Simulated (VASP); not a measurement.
# TaN (P4/mmm) in VASP: further runs, part 2 of 2

VASP 6.6.1.

## Step 4: Single point, PBE

This run uses another cell than the first one, of 13.57 Å³/atom, 1.013 times its volume.

INCAR

```
PREC = Accurate
ENCUT = 520
EDIFF = 1E-6
ISMEAR = 0
SIGMA = 0.1
LREAL = F
LASPH = T
NELM = 60
ALGO = Normal
ISIF = 2
LWAVE = F
LCHARG = T
GGA = PE
LELF = T
LVHAR = T
NBANDS = 15
```

KPOINTS

```
Automatic mesh
0
Gamma
  18 18 18
```

POSCAR

```
TaN
1.0
    2.9624363924      0.0000000000      0.0000000000
    0.0000000000      2.9624363924      0.0000000000
    0.0000000000      0.0000000000      3.0918672240
Ta N
1 1
Direct
    0.0000000000      0.0000000000      0.5000000000
    0.5000000000      0.5000000000      0.5000000000
```

Potentials or basis: VASP PAW PBE potentials, release 64 (Ta_pv, N).

Run with:

```bash
$ cat potpaw_PBE.64/Ta_pv/POTCAR potpaw_PBE.64/N/POTCAR > POTCAR
$ mpirun -np 1 vasp_std > vasp.out
```

OUTCAR:

```text
PREC = Accurate
   ENCUT = 520
   EDIFF = 1E-6
   ISMEAR = 0
   LREAL = F
   LASPH = T
   NELM = 60
   ISIF = 2
   GGA = PE

 ion  position               nearest neighbor table
   1  0.000  0.000  0.500-   2 2.09   2 2.09   2 2.09   2 2.09
   2  0.500  0.500  0.500-   1 2.09   1 2.09   1 2.09   1 2.09

  LATTYP: Found a simple tetragonal cell.
 ALAT       =     2.9624363924
 C/A-ratio  =     1.0436906703

  Lattice vectors:

 A1 = (   2.9624363924,   0.0000000000,   0.0000000000)
 A2 = (   0.0000000000,   2.9624363924,   0.0000000000)
 A3 = (   0.0000000000,   0.0000000000,   3.0918672240)

Analysis of symmetry for initial positions (statically):
=====================================================================
 Subroutine PRICEL returns:
 Original cell was already a primitive cell.

 Routine SETGRP: Setting up the symmetry group for a
 simple tetragonal supercell.

 Subroutine GETGRP returns: Found 16 space group operations
 (whereof 16 operations were pure point group operations)
 out of a pool of 16 trial point group operations.

The static configuration has the point symmetry D_4h.

Analysis of symmetry for dynamics (positions and initial velocities):
=====================================================================
 Subroutine PRICEL returns:
 Original cell was already a primitive cell.

 Routine SETGRP: Setting up the symmetry group for a
 simple tetragonal supercell.

 Subroutine GETGRP returns: Found 16 space group operations
 (whereof 16 operations were pure point group operations)
 out of a pool of 16 trial point group operations.

The dynamic configuration has the point symmetry D_4h.

 Subroutine INISYM returns: Found 16 space group operations
 (whereof 16 operations are pure point group operations),
 and found     1 'primitive' translations

----------------------------------------------------------------------------------------

                                     Primitive cell

  volume of cell :      27.1343

  direct lattice vectors                    reciprocal lattice vectors
     2.962436392  0.000000000  0.000000000     0.337559990  0.000000000  0.000000000
     0.000000000  2.962436392  0.000000000     0.000000000  0.337559990  0.000000000
     0.000000000  0.000000000  3.091867224     0.000000000  0.000000000  0.323429154

  length of vectors
     2.962436392  2.962436392  3.091867224     0.337559990  0.337559990  0.323429154

  position of ions in fractional coordinates (direct lattice)
     0.000000000  0.000000000  0.500000000
     0.500000000  0.500000000  0.500000000

  ion indices of the primitive-cell ions
   primitive index   ion index
                 1           1
                 2           2

----------------------------------------------------------------------------------------

 KPOINTS: Automatic mesh

Automatic generation of k-mesh.
 Grid dimensions read from file:
 generate k-points for:   18   18   18

 Generating k-lattice:

  Cartesian coordinates                     Fractional coordinates (reciprocal lattice)
     0.018753333  0.000000000  0.000000000     0.055555556  0.000000000  0.000000000
     0.000000000  0.018753333  0.000000000     0.000000000  0.055555556  0.000000000
     0.000000000  0.000000000  0.017968286     0.000000000  0.000000000  0.055555556

  Length of vectors
     0.018753333  0.018753333  0.017968286

  Shift w.r.t. Gamma in fractional coordinates (k-lattice)
     0.000000000  0.000000000  0.000000000

 Subroutine IBZKPT returns following result:
 ===========================================

 Found    550 irreducible k-points:

 Following reciprocal coordinates:
            Coordinates               Weight
  0.000000  0.000000  0.000000      1.000000
  0.055556  0.000000  0.000000      4.000000
  0.111111  0.000000  0.000000      4.000000
  0.166667  0.000000  0.000000      4.000000
  0.222222  0.000000  0.000000      4.000000
  0.277778  0.000000  0.000000      4.000000
[... 16 lines left out ...]
  0.277778  0.111111  0.000000      8.000000
  0.333333  0.111111  0.000000      8.000000
 [... further k-points ...]
   k-points           NKPTS =    550   k-points in BZ     NKDIM =    550   number of bands    NBANDS=     15
   number of dos      NEDOS =    301   number of ions     NIONS =      2
   total plane-waves  NPLWV =  13824
   dimension x,y,z NGX =    24 NGY =   24 NGZ =   24
   dimension x,y,z NGXF=    48 NGYF=   48 NGZF=   48
   ions per type =               1   1
   NGX,Y,Z   is equivalent  to a cutoff of  13.47, 13.47, 12.90 a.u.
   NGXF,Y,Z  is equivalent  to a cutoff of  26.94, 26.94, 25.81 a.u.
 SYSTEM =  unknown system
   PREC   = accura    normal or accurate (medium, high low for compatibility)
   ISTART =      0    job   : 0-new  1-cont  2-samecut
   ICHARG =      2    charge: 1-file 2-atom 10-const
   ISPIN  =      1    spin polarized calculation?
   LNONCOLLINEAR =      F non collinear calculations
   LSORBIT =      F    spin-orbit coupling
   LASPH  =      T    aspherical Exc in radial PAW
   ENCUT  =  520.0 eV  38.22 Ry    6.18 a.u.   5.51  5.51  5.75*2*pi/ulx,y,z
   NELM   =     60;   NELMIN=  2; NELMDL= -5     # of ELM steps
   EDIFF  = 0.1E-05   stopping-criterion for ELM
   LREAL  =      F    real-space projection
   EDIFFG = 0.1E-04   stopping-criterion for IOM
   NSW    =      0    number of steps for IOM
   IBRION =     -1    ionic relax: 0-MD 1-quasi-New 2-CG
   NFREE  =      0    steps in history (QN), initial steepest desc. (CG)
   ISIF   =      2    stress and relaxation
   ISYM   =      2    0-nonsym 1-usesym 2-fastsym
   POTIM  = 0.5000    time-step for ionic-motion
   TEBEG  =    0.0;   TEEND  =   0.0 temperature during run
   PSTRESS=    0.0 pullay stress
   NELECT =      16.0000    total number of electrons
   NUPDOWN=      -1.0000    fix difference up-down
   EMIN   =  10.00;   EMAX   =-10.00  energy-range for DOS
   EFERMI =   0.00;   METHOD = LEGACY
   ISMEAR =     0;   SIGMA  =   0.10  broadening in eV -4-tet -1-fermi 0-gaus
   EFERMI_NEDOS =   21; number of points for ismear=-14 and -15
   IALGO  =     38    algorithm
   IMIX   =      4    mixing-type and parameters
     AMIX     =   0.40;   BMIX     =  1.00
     AMIX_MAG =   1.60;   BMIX_MAG =  1.00
  volume/ion in A,a.u.               =      13.57        91.56
  Fermi-wavevector in a.u.,A,eV,Ry     =   1.372804  2.594223 25.641413  1.884591
  Thomas-Fermi vector in A             =   2.498378
   LORBIT       =      0    0 simple, 1 ext, 2 COOP (PROOUT), +10 PAW based schemes
   GGA     = PE    functional components
   LHFCALC =     F    Hartree Fock is set to
   AEXX    =    0.0000 exact exchange contribution
   IVDW    =     0    specifies the selected vdW correction
   LEPSILON=     F    determine dielectric tensor
   LRPA    =     F    only Hartree local field effects (RPA)
 non-spin polarized calculation
 Gauss-broadening in eV      SIGMA  =   0.10
  energy-cutoff  :      520.00
  volume of cell :       27.13
 maximum number of plane-waves:       747
 NGX is ok and might be reduce to    24
   NGX = 11   NGY = 11   NGZ = 11

 number of electron      16.0000003 magnetization

 Free energy of the ion-electron system (eV)
  ---------------------------------------------------
  ext. energy  EPLUGINS =         0.00000000
  ---------------------------------------------------
  free energy    TOTEN  =       -21.47981414 eV

  energy without entropy =      -21.47602247  energy(sigma->0) =      -21.47791830

 E-fermi :   5.6735     XC(G=0): -11.8993

 val. band max:        5.6598977215   @ k =   0.1667   0.1111   0.3889
 cond. band min:       5.6830178712   @ k =   0.2222   0.0556   0.3333
 fundamental gap:      0.0231201497
 Fermi energy:         5.6735126934

 k-point     1 :       0.0000    0.0000    0.0000
  band No.  band energies     occupation
      1     -29.2375      2.00000
      2     -29.2375      2.00000
      3     -29.1569      2.00000
      4     -11.0045      2.00000
      5       1.7340      2.00000
      6       2.3183      2.00000
      7       3.2904      2.00000
      8       3.2904      2.00000
      9       3.6396      2.00000
     10       8.3107      0.00000
     11       8.9921      0.00000
     12       8.9921      0.00000
     13      11.1270      0.00000
     14      18.8146      0.00000
     15      19.3908      0.00000
[... 397 lines left out ...]
 k-point    24 :       0.3333    0.1111    0.0000
  band No.  band energies     occupation
      1     -29.7727      2.00000
      2     -29.2484      2.00000
      3     -29.1068      2.00000
      4      -9.2900      2.00000
      5      -1.5461      2.00000
      6       0.3804      2.00000
      7       2.5864      2.00000
      8       2.7892      2.00000
      9       7.4948      0.00000
     10       8.6471      0.00000
     11      10.0713      0.00000
     12      11.8957      0.00000
     13      13.7366      0.00000
     14      16.7509      0.00000
     15      18.8280      0.00000

 [... further k-points ...]
[... 5 lines left out ...]
  --------------------------------------------------------------------------------------
  -------------------------------------------------------------------------------------
  Total        0.1125987      0.1125987     -0.0118342      0.0000000     -0.0000000      0.0000000
  in kB        6.6485223      6.6485223     -0.6987636      0.0000000     -0.0000000      0.0000000
  external PRESSURE =       4.1994270 kB  Pullay stress =       0.0000000 kB

 VOLUME and BASIS-vectors are now :
 -----------------------------------------------------------------------------
  energy-cutoff  :      520.00
  volume of cell :       27.13
      direct lattice vectors                 reciprocal lattice vectors
     2.962436392  0.000000000  0.000000000     0.337559990  0.000000000  0.000000000
     0.000000000  2.962436392  0.000000000     0.000000000  0.337559990  0.000000000
     0.000000000  0.000000000  3.091867224     0.000000000  0.000000000  0.323429154

 POSITION                                       TOTAL-FORCE (eV/Angst)
 -----------------------------------------------------------------------------------
      0.00000      0.00000      1.54593         0.000000      0.000000      0.000000
      1.48122      1.48122      1.54593         0.000000      0.000000      0.000000
 -----------------------------------------------------------------------------------
    total drift:                                0.000000      0.000000     -0.000000

  FREE ENERGIE OF THE ION-ELECTRON SYSTEM (eV)
  ---------------------------------------------------
  free  energy   TOTEN  =       -21.4798141371 eV

  energy  without entropy=      -21.4760224706  energy(sigma->0) =      -21.47791830
```

stdout:

```text
POSCAR found type information on POSCAR TaN
 POSCAR found :  2 types and       2 ions
 scaLAPACK will be used
 LDA part: xc-table for (Slater+PW92), standard interpolation
 POSCAR, INCAR and KPOINTS ok, starting setup
 FFT: planning ... GRIDC
 FFT: planning ... GRID_SOFT
 FFT: planning ... GRID
 WAVECAR not read
 entering main loop
```

Run time: 2.9 min. Hardware: 1 thread of AMD EPYC 9R45 (Zen 5), shared host; peak memory 0.29 GiB.

Results:

- Free energy: -21.4798 eV
- Pressure: 0.4 GPa
- Band gap on the k mesh: zero (band 8 reaches 7.65 eV, above the bottom of band 9 at 3.27 eV)

Caveat: spin-orbit coupling is left out, which moves the levels of the heavy elements.

## Step 5: Relaxation of cell and atoms, PBE

INCAR

```
SYSTEM = TaN
PREC = Accurate
ENCUT = 600
EDIFF = 1E-6
ISMEAR = 0
SIGMA = 0.1
LREAL = .False.
LASPH = .True.
NELM = 60
ALGO = Normal
ISIF = 3
LWAVE = .False.
LCHARG = .False.
GGA = PE
IBRION = 2
NSW = 100
EDIFFG = -0.01
```

KPOINTS

```
regular mesh
0
Gamma
  18 18 18
  0 0 0
```

POSCAR

```
TaN
1.0
    2.9652228856      0.0000000000      0.0000000000
    0.0000000000      2.9652228856      0.0000000000
    0.0000000000      0.0000000000      3.0449639422
Ta N
1 1
Direct
    0.0000000000      0.0000000000      0.5000000000
    0.5000000000      0.5000000000      0.5000000000
```

Potentials or basis: VASP PAW PBE potentials, release 64 (Ta_pv, N).

Run with:

```bash
$ cat potpaw_PBE.64/Ta_pv/POTCAR potpaw_PBE.64/N/POTCAR > POTCAR
$ mpirun -np 1 vasp_std > vasp.out
```

OUTCAR:

```text
SYSTEM = TaN
   PREC = Accurate
   ENCUT = 600
   EDIFF = 1E-6
   ISMEAR = 0
   LREAL = .False.
   LASPH = .True.
   NELM = 60
   ISIF = 3
   GGA = PE
   IBRION = 2
   NSW = 100
   EDIFFG = -0.01

 ion  position               nearest neighbor table
   1  0.000  0.000  0.500-   2 2.10   2 2.10   2 2.10   2 2.10
   2  0.500  0.500  0.500-   1 2.10   1 2.10   1 2.10   1 2.10

  LATTYP: Found a simple tetragonal cell.
 ALAT       =     2.9652228856
 C/A-ratio  =     1.0268920954

  Lattice vectors:

 A1 = (   2.9652228856,   0.0000000000,   0.0000000000)
 A2 = (   0.0000000000,   2.9652228856,   0.0000000000)
 A3 = (   0.0000000000,   0.0000000000,   3.0449639422)

Analysis of symmetry for initial positions (statically):
[... 331 lines left out ...]
 val. band max:        5.6565364215   @ k =   0.1667   0.1111   0.3889
 cond. band min:       5.6762474971   @ k =   0.4444   0.3333   0.3889
 fundamental gap:      0.0197110756
 Fermi energy:         5.6691931020

 k-point     1 :       0.0000    0.0000    0.0000
  band No.  band energies     occupation
      1     -29.2451      2.00000
      2     -29.2451      2.00000
      3     -29.1625      2.00000
      4     -11.0003      2.00000
      5       1.7301      2.00000
      6       2.3195      2.00000
      7       3.2864      2.00000
      8       3.2864      2.00000
      9       3.6464      2.00000
     10       8.2998      0.00000
     11       8.9870      0.00000
     12       8.9870      0.00000
[... 331 lines left out ...]
 k-point    24 :       0.3333    0.1111    0.0000
  band No.  band energies     occupation
      1     -29.7771      2.00000
      2     -29.2560      2.00000
      3     -29.1127      2.00000
      4      -9.2914      2.00000
      5      -1.5440      2.00000
      6       0.3812      2.00000
      7       2.5960      2.00000
      8       2.7820      2.00000
      9       7.4856      0.00000
     10       8.6437      0.00000
     11      10.0627      0.00000
     12      11.8835      0.00000

 [... further k-points ...]
[... 5 lines left out ...]
  --------------------------------------------------------------------------------------
  -------------------------------------------------------------------------------------
  Total        0.0037284      0.0037284     -0.0021381      0.0000000      0.0000000      0.0000000
  in kB        0.2200257      0.2200257     -0.1261731      0.0000000      0.0000000      0.0000000
  external PRESSURE =       0.1046261 kB  Pullay stress =       0.0000000 kB
[... 17 lines left out ...]
  FREE ENERGIE OF THE ION-ELECTRON SYSTEM (eV)
  ---------------------------------------------------
  free  energy   TOTEN  =       -21.4812279579 eV

  energy  without entropy=      -21.4774563810  energy(sigma->0) =      -21.47934217

 reached required accuracy - stopping structural energy minimisation
```

OSZICAR:

```text
N       E                     dE             d eps       ncg     rms          rms(c)
DAV:   1     0.105219473110E+03    0.10522E+03   -0.10061E+04 13200   0.150E+03
DAV:   2    -0.198393535416E+02   -0.12506E+03   -0.11796E+03 15360   0.354E+02
DAV:   3    -0.248679282764E+02   -0.50286E+01   -0.49270E+01 16548   0.698E+01
[... 38 lines left out ...]
DAV:   3    -0.214812156263E+02    0.94212E-03   -0.28546E-03 14488   0.593E-01    0.558E-02
DAV:   4    -0.214812212972E+02   -0.56709E-05   -0.38329E-05 15704   0.723E-02    0.308E-02
DAV:   5    -0.214812268243E+02   -0.55271E-05   -0.11061E-05 15948   0.336E-02    0.982E-03
DAV:   6    -0.214812278946E+02   -0.10703E-05   -0.59535E-07  7352   0.862E-03    0.340E-03
DAV:   7    -0.214812279579E+02   -0.63330E-07   -0.16915E-07  6672   0.398E-03
   5 F= -.21481228E+02 E0= -.21479342E+02  d E =-.178087E-03
```

Run time: 6.2 min. Hardware: 1 thread of AMD EPYC 9R45 (Zen 5), shared host; peak memory 0.31 GiB.

Results:

```yaml
Free_energy: -21.4812 eV
Relaxed_volume: 13.57 Å³/atom
Relaxed_cell: a = 2.964 Å, b = 2.964 Å, c = 3.090 Å, α = 90.00°, β = 90.00°, γ = 90.00°
Space_group_after_relaxing_to_0.05_Å: P4/mmm (No. 123)
Energy_gained_by_relaxing: 2.2 meV/atom
Ionic_steps: 5
Pressure_after_relaxing: 0.0 GPa
Band_gap_on_the_k_mesh: zero (band 8 reaches 7.63 eV, above the bottom of band 9 at 3.27 eV)
```

Step by step:
| step | energy change (eV) | largest force (eV/Å) | pressure (GPa) | volume (Å³) |
| --- | --- | --- | --- | --- |
| 1 | 0.0000 | 0.0000 | 0.99 | 26.77 |
| 2 | -0.0042 | 0.0000 | 0.74 | 27.09 |
| 3 | -0.0042 | 0.0000 | 0.73 | 27.08 |
| 4 | -0.0028 | 0.0000 | -2.15 | 27.37 |
| 5 | -0.0044 | 0.0000 | 0.01 | 27.15 |

Final structure:
```
CELL_PARAMETERS angstrom
2.96412 0.00000 0.00000
0.00000 2.96412 0.00000
0.00000 0.00000 3.09010
ATOMIC_POSITIONS crystal
Ta 0.00000 0.00000 0.50000
N 0.50000 0.50000 0.50000
```

Levels at points of the mesh, in eV from the Fermi level:
```tsv
k point	band 5	band 6	band 7	band 8	band 9	band 10	band 11	band 12
(0.00, 0.00, 0.00)	-3.94	-3.35	-2.38	-2.38	-2.02	2.63	3.32	3.32
(0.50, 0.00, 0.00)	-8.40	-6.22	-3.51	-2.61	3.73	3.86	4.63	4.72
(0.50, 0.50, 0.00)	-4.03	-4.03	-1.61	-1.38	0.95	0.95	5.53	6.96
(0.00, 0.00, 0.50)	-5.43	-2.84	-2.15	-2.15	1.23	1.23	2.81	4.63
(0.50, 0.00, 0.50)	-7.82	-6.47	-6.00	1.92	2.48	3.14	3.85	6.03
(0.50, 0.50, 0.50)	-3.42	-3.42	-3.40	-2.40	-2.40	4.96	5.65	7.09
```

Caveat: spin-orbit coupling is left out, which moves the levels of the heavy elements.

## Step 6: The runs side by side

```tsv
task	spin	cell	k mesh	cutoff (eV)	gap on the mesh (eV)	pressure (GPa)
single point	collinear, ferromagnetic start	a = 2.965, b = 2.965, c = 3.045 Å, 2 atoms	6 × 6 × 6	520	none	0.3
single point	off	a = 2.962, b = 2.962, c = 3.092 Å, 2 atoms	18 × 18 × 18	520	none	0.4
relaxation of cell and atoms	off	relaxed from a = 2.965, b = 2.965, c = 3.045 Å, 2 atoms	18 × 18 × 18	600	none	0.0
```

Alike in all rows: level PBE; potentials or basis VASP PAW PBE potentials, release 64 (Ta_pv, N); smearing gaussian 0.1 eV.

Caveats: spin-orbit coupling is left out, which moves the levels of the heavy elements.

Absolute energies hang on the potentials; compare differences alone.
